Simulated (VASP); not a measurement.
# Ga16N15 (a cell with a defect) in VASP: single point with PBE

Aim: the single point of Ga16N15 (a cell with a defect) with PBE.

Program: VASP 6.6.1. These are calculated values, not measurements. Logs are shortened: lines on timing, memory, paths and dates and some standing lists are left out, and cuts for length are marked.

### Step 1. The cell of the first run

The cell holds a defect, 31 atoms: a = 7.878 Å, b = 7.878 Å, c = 7.878 Å, α = 109.47°, β = 109.47°, γ = 109.47°.

### Step 2. Single point, PBE (atoms taken out, then relaxed in part)

Contents of INCAR:

```
SYSTEM = Ga16N15
  ALGO = Normal
  EDIFF = 1E-6
  ENCUT = 520
  GGA = PE
  ISIF = 2
  ISMEAR = 0
  LASPH = .True.
  LCHARG = .False.
  LREAL = Auto
  LWAVE = .False.
  NBANDS = 162
  NELECT = 282.0
  NELM = 100
  PREC = Accurate
  SIGMA = 0.01
```

Contents of KPOINTS:

```
Automatic mesh
0
Gamma
  2 2 2
  0.5 0.5 0.5
```

Contents of POSCAR:

```
Ga16N15
1.0
   -4.5484769843     -4.5484769843      4.5484769843
    4.5484769843      4.5484769843      4.5484769843
   -4.5484769843      4.5484769843     -4.5484769843
Ga N
16 15
Direct
    0.7477252936      0.4983615032      0.7473766843
    0.0006073023      0.5010977387      0.5006739470
    0.7504602911      0.7512223232      0.5006430416
    0.2507450548      0.5018185602      0.2503774131
    0.0006191891      0.7512058931      0.2531253903
    0.7511804248      0.0013700908      0.2503775173
    0.5010669977      0.5011086012      0.0002338337
    0.2535901538      0.7511993730      0.0002197787
    0.0005966293      0.0043390873      0.0002157020
    0.7504702494      0.2516826633      0.0002101895
    0.5010217181      0.7512321892      0.7500651925
    0.2507783166      0.0014037082      0.7508002887
    0.0006010708      0.2516802641      0.7500841337
    0.5001658093      0.0006631405      0.4997851216
    0.2500259823      0.2508245583      0.4998102719
    0.5001969488      0.2508251377      0.2496623224
    0.2494016842      0.7512520223      0.7508086065
    0.0006147472      0.0000263455      0.7507971876
    0.5006040485      0.7512289411      0.5002218486
    0.2500168023      0.0006577071      0.4984189224
    0.0005963294      0.2512265459      0.5002256294
    0.7512153810      0.7512527951      0.2490268251
    0.4987887325      0.0006516119      0.2496221925
    0.2500401319      0.2494491385      0.2496526073
    0.0006128024      0.5018116852      0.2490501857
    0.7511770503      0.0000338300      0.0002307561
    0.5006114241      0.2512338674      0.0002282565
    0.2494271440      0.5018001108      0.0002278995
    0.7517918024      0.2530029323      0.7514068903
    0.5023837847      0.5024457049      0.7514197688
    0.7518237642      0.5024657874      0.5020576328
```

Potentials or basis: VASP PAW PBE potentials, release 64 (Ga_d, N).

Launch:

```bash
> cat potpaw_PBE.64/Ga_d/POTCAR potpaw_PBE.64/N/POTCAR > POTCAR
> mpirun -np 1 vasp_std > vasp.out
```

OUTCAR:

```text
SYSTEM = Ga16N15
   EDIFF = 1E-6
   ENCUT = 520
   GGA = PE
   ISIF = 2
   ISMEAR = 0
   LASPH = .True.
   LREAL = Auto
   NELECT = 282.0
   NELM = 100
   PREC = Accurate

 ion  position               nearest neighbor table
   1  0.748  0.498  0.747-  30 1.95  31 1.95  29 1.95
   2  0.001  0.501  0.501-  17 1.97  31 1.97  21 1.97  25 1.98
   3  0.750  0.751  0.501-  31 1.97  18 1.97  19 1.97  22 1.98
   4  0.251  0.502  0.250-  25 1.97  19 1.97  28 1.97  24 1.98
   5  0.001  0.751  0.253-  25 1.95  20 1.95  22 1.95
   6  0.751  0.001  0.250-  22 1.97  26 1.97  21 1.97  23 1.98
   7  0.501  0.501  0.000-  22 1.97  30 1.97  27 1.97  28 1.98
   8  0.254  0.751  0.000-  28 1.95  23 1.95  17 1.95
   9  0.001  0.004  0.000-  18 1.95  26 1.95  24 1.95
  10  0.750  0.252  0.000-  29 1.97  25 1.97  27 1.97  26 1.98
  11  0.501  0.751  0.750-  30 1.97  19 1.97  26 1.97  17 1.98
  12  0.251  0.001  0.751-  27 1.97  17 1.97  18 1.97  20 1.98
  13  0.001  0.252  0.750-  29 1.97  28 1.97  21 1.97  18 1.98
  14  0.500  0.001  0.500-  20 1.97  23 1.97  19 1.97  29 1.98
  15  0.250  0.251  0.500-  21 1.97  20 1.97  24 1.97  30 1.98
[... 14 lines left out ...]
  30  0.502  0.502  0.751-   1 1.95  11 1.97   7 1.97  15 1.98
  31  0.752  0.502  0.502-   1 1.95   3 1.97   2 1.97  16 1.98

  LATTYP: Found a body centered cubic cell.
 ALAT       =     9.0969539686

  Lattice vectors:

 A1 = (  -4.5484769843,  -4.5484769843,   4.5484769843)
 A2 = (   4.5484769843,   4.5484769843,   4.5484769843)
 A3 = (  -4.5484769843,   4.5484769843,  -4.5484769843)

Analysis of symmetry for initial positions (statically):
=====================================================================
 Subroutine PRICEL returns:
 Original cell was already a primitive cell.

 Routine SETGRP: Setting up the symmetry group for a
 body centered cubic supercell.

 Subroutine GETGRP returns: Found  1 space group operations
 (whereof  1 operations were pure point group operations)
 out of a pool of 48 trial point group operations.

The static configuration has the point symmetry C_1 .

Analysis of symmetry for dynamics (positions and initial velocities):
=====================================================================
 Subroutine PRICEL returns:
 Original cell was already a primitive cell.

 Routine SETGRP: Setting up the symmetry group for a
 body centered cubic supercell.

 Subroutine GETGRP returns: Found  1 space group operations
 (whereof  1 operations were pure point group operations)
 out of a pool of 48 trial point group operations.

The dynamic configuration has the point symmetry C_1 .
[... 142 lines left out ...]
   ISIF   =      2    stress and relaxation
   ISYM   =      2    0-nonsym 1-usesym 2-fastsym
   POTIM  = 0.5000    time-step for ionic-motion
   TEBEG  =    0.0;   TEEND  =   0.0 temperature during run
   PSTRESS=    0.0 pullay stress
   NELECT =     282.0000    total number of electrons
   NUPDOWN=      -1.0000    fix difference up-down
   EMIN   =  10.00;   EMAX   =-10.00  energy-range for DOS
   EFERMI =   0.00;   METHOD = LEGACY
   ISMEAR =     0;   SIGMA  =   0.01  broadening in eV -4-tet -1-fermi 0-gaus
   EFERMI_NEDOS =   21; number of points for ismear=-14 and -15
   IALGO  =     38    algorithm
   IMIX   =      4    mixing-type and parameters
     AMIX     =   0.40;   BMIX     =  1.00
     AMIX_MAG =   1.60;   BMIX_MAG =  1.00
  volume/ion in A,a.u.               =      12.14        81.94
  Fermi-wavevector in a.u.,A,eV,Ry     =   1.486866  2.809770 30.079364  2.210771
  Thomas-Fermi vector in A             =   2.600099
   LORBIT       =      0    0 simple, 1 ext, 2 COOP (PROOUT), +10 PAW based schemes
   GGA     = PE    functional components
   LHFCALC =     F    Hartree Fock is set to
   AEXX    =    0.0000 exact exchange contribution
   IVDW    =     0    specifies the selected vdW correction
   LEPSILON=     F    determine dielectric tensor
   LRPA    =     F    only Hartree local field effects (RPA)
 non-spin polarized calculation
 Gauss-broadening in eV      SIGMA  =   0.01
  energy-cutoff  :      520.00
  volume of cell :      376.41
 maximum number of plane-waves:     10168
 NGX is ok and might be reduce to    60
   NGX = 29   NGY = 29   NGZ = 29

 number of electron     282.0000207 magnetization

 Free energy of the ion-electron system (eV)
  ---------------------------------------------------
  ext. energy  EPLUGINS =         0.00000000
  ---------------------------------------------------
  free energy    TOTEN  =      -189.74697237 eV

  energy without entropy =     -189.74697237  energy(sigma->0) =     -189.74697237

 E-fermi :   4.9749     XC(G=0): -11.3869

 val. band max:        4.9014446922   @ k =   0.2500  -0.2500   0.2500
 cond. band min:       7.1854883269   @ k =   0.2500  -0.2500   0.2500
 fundamental gap:      2.2840436347
 Fermi energy:         4.9748589764

 k-point     1 :       0.2500    0.2500    0.2500
  band No.  band energies     occupation
      1     -10.3932      2.00000
      2     -10.3928      2.00000
      3     -10.3926      2.00000
      4     -10.2990      2.00000
      5     -10.0212      2.00000
      6     -10.0210      2.00000
[... 613 lines left out ...]
    152      10.0863      0.00000
    153      10.3694      0.00000
 [bands above 153 left out]

------------------------ aborting loop because EDIFF is reached ----------------------------------------

  FORCE on cell =-STRESS in cart. coord.  units (eV):
  Direction    XX          YY          ZZ          XY          YZ          ZX
  --------------------------------------------------------------------------------------
  -------------------------------------------------------------------------------------
  Total      -11.6025234    -11.6015036    -11.5961908      0.0017071      0.0064307      0.0037852
  in kB      -49.3861352    -49.3817942    -49.3591804      0.0072661      0.0273721      0.0161118
  external PRESSURE =     -49.3757032 kB  Pullay stress =       0.0000000 kB

 VOLUME and BASIS-vectors are now :
 -----------------------------------------------------------------------------
  energy-cutoff  :      520.00
  volume of cell :      376.41
      direct lattice vectors                 reciprocal lattice vectors
    -4.548476984 -4.548476984  4.548476984    -0.109926906  0.000000000  0.109926906
     4.548476984  4.548476984  4.548476984     0.000000000  0.109926906  0.109926906
    -4.548476984  4.548476984 -4.548476984    -0.109926906  0.109926906  0.000000000

 POSITION                                       TOTAL-FORCE (eV/Angst)
 -----------------------------------------------------------------------------------
     -4.53365      2.26520      2.26837         0.000439     -0.001792     -0.001012
     -0.00083      4.55377      0.00469         0.002650     -0.000359     -0.000947
     -2.27370      2.28063      4.55321         0.001600     -0.000432      0.000662
      0.00317      2.28084      2.28418        -0.001424     -0.002074     -0.001583
      2.26269      4.56536      2.26832        -0.000763      0.003131     -0.000286
     -4.54933     -2.27166      2.28412         0.002625      0.000730     -0.001287
[... 23 lines left out ...]
     -3.41753      3.41810      1.15263        -0.002130      0.005533      0.000797
     -3.41780      1.14940      3.42151        -0.000636     -0.002098      0.004545
 -----------------------------------------------------------------------------------
    total drift:                                0.000038     -0.008963     -0.022501

  FREE ENERGIE OF THE ION-ELECTRON SYSTEM (eV)
  ---------------------------------------------------
  free  energy   TOTEN  =      -189.7469723731 eV

  energy  without entropy=     -189.7469723731  energy(sigma->0) =     -189.74697237
```

stdout:

```text
POSCAR found type information on POSCAR GaN
 POSCAR found :  2 types and      31 ions
 scaLAPACK will be used
 LDA part: xc-table for (Slater+PW92), standard interpolation
 POSCAR, INCAR and KPOINTS ok, starting setup
 FFT: planning ... GRIDC
 FFT: planning ... GRID_SOFT
 FFT: planning ... GRID
 WAVECAR not read
 entering main loop
 the old and the new charge density differ
 old charge density:   283.00000 new  282.00002
    0.296E+01
```

Run time: 9.8 min. Hardware: 1 thread of Intel Xeon Platinum 8488C (Sapphire Rapids), shared host; peak memory 0.56 GiB.

What came out:

- Free energy: -189.7470 eV
- Largest force: 0.007 eV/Å

Forces on the atoms (eV/Å):
```
Ga   0.000 -0.002 -0.001
Ga   0.003  0.000 -0.001
Ga   0.002  0.000  0.001
Ga  -0.001 -0.002 -0.002
Ga  -0.001  0.003  0.000
Ga   0.003  0.001 -0.001
Ga   0.000 -0.001 -0.002
Ga   0.000  0.001  0.002
Ga  -0.002  0.000  0.001
Ga  -0.001  0.000 -0.005
Ga  -0.001  0.001 -0.001
Ga   0.003 -0.002 -0.002
Ga  -0.001 -0.003 -0.002
Ga   0.000  0.001  0.000
Ga  -0.002 -0.001  0.000
Ga  -0.001  0.002 -0.001
N    0.003  0.000 -0.001
N    0.000 -0.003  0.001
N    0.001  0.001  0.002
N   -0.001  0.000  0.004
N    0.001  0.002  0.002
N    0.004 -0.001  0.000
N   -0.003  0.003  0.001
N   -0.003  0.001  0.001
N    0.002 -0.006  0.002
N    0.001  0.000 -0.003
N    0.000  0.001  0.003
N    0.001  0.001 -0.005
N   -0.005  0.002  0.003
N   -0.002  0.006  0.001
N   -0.001 -0.002  0.005
```

Levels at points of the mesh, in eV from the Fermi level:
```tsv
k point	band 138	band 139	band 140	band 141	band 142	band 143	band 144	band 145
(0.25, 0.25, 0.25)	-0.66	-0.66	-0.66	-0.49	2.73	2.73	2.73	4.15
```

Caveat: the cell carries a net charge on a neutralising background, which shifts energy and pressure; the cell differs from its parent crystal (atoms taken out, then relaxed in part); the cell is charged against a uniform background, so pressure and absolute levels hang on convention.
